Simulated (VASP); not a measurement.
Here is a VASP 6.6.1 calculation.

The input INCAR:

```
PREC = Accurate ; ENCUT = 520
EDIFF = 1E-6 ; ISMEAR = 0
SIGMA = 0.15 ; LREAL = F
LASPH = T ; NELM = 60
ALGO = Fast ; ISIF = 2
LWAVE = F ; LCHARG = T
GGA = PE ; LELF = T
LVHAR = T ; NBANDS = 13
```

KPOINTS

```
Automatic mesh
0
Gamma
  26 26 26
```

File POSCAR:

```
W
1.0
   -1.5679026326      1.5679026326      1.6395327021
    1.5679026326     -1.5679026326      1.6395327021
    1.5679026326      1.5679026326     -1.6395327021
W
1
Direct
    0.0000000000      0.0000000000      0.0000000000
```

Potentials or basis: VASP PAW PBE potentials, release 64 (W_sv).

The run is started by

```bash
$ cat potpaw_PBE.64/W_sv/POTCAR > POTCAR
$ mpirun -np 1 vasp_std > vasp.out
```

Task: Predict the band gap on the k mesh.

Result: Zero (band 7 reaches 16.12 eV, above the bottom of band 8 at 10.30 eV).

Task: What does it give for the pressure?

Result: 1.0 GPa.

Stress tensor (GPa, compression positive):
```
 5.44  0.00  0.00
 0.00  5.44  0.00
 0.00  0.00 -7.84
```

Caveat: the cell differs from its parent crystal (strain -0.015 along x and y, +0.030 along z); spin-orbit coupling is left out, which moves the levels of the heavy elements.
